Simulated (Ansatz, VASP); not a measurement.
# GaGe: VASP and Ansatz over several settings

```
CELL_PARAMETERS angstrom
0.00000 2.83869 2.83869
2.83869 0.00000 2.83869
2.83869 2.83869 0.00000
ATOMIC_POSITIONS crystal
Ge 0.00000 0.00000 0.00000
Ga 0.25000 0.25000 0.25000
```

Single points on this cell with VASP 6.6.1 and Ansatz 0.2.0. Each row is one pair of runs. Alike in all rows: spin: off; smearing: fermi-dirac, width 0.05 eV.

| level | k mesh | VASP's potentials, cutoff | Ansatz's potentials, cutoff | gap on the k mesh at the Fermi level (eV), VASP | gap on the k mesh at the Fermi level (eV), Ansatz | pressure (GPa), VASP | pressure (GPa), Ansatz |
| --- | --- | --- | --- | --- | --- | --- | --- |
| LDA | 8 × 8 × 8 | VASP PAW LDA potentials, release 64 (Ge_d, Ga_d), 520 eV | Ansatz PAW, 420 eV | none | none | -1.0 | -1.1 |
| r2SCAN | 8 × 8 × 8 | VASP PAW PBE potentials, release 64 (Ge_d, Ga_d), 520 eV | Ansatz PAW, 500 eV | none | none | 1.2 | 1.2 |
| PBE0 | 4 × 4 × 4 | VASP PAW PBE potentials, release 64 (Ge_d, Ga_d), 520 eV | Ansatz PAW, 420 eV | none | none | 1.6 | 1.6 |

Pressure (GPa): the two programs differ by at most 0.16.

A gap of «none» marks a metal or a gap that the smearing closes.

The k mesh is coarse in some rows, so the values compare programs but aren't converged.
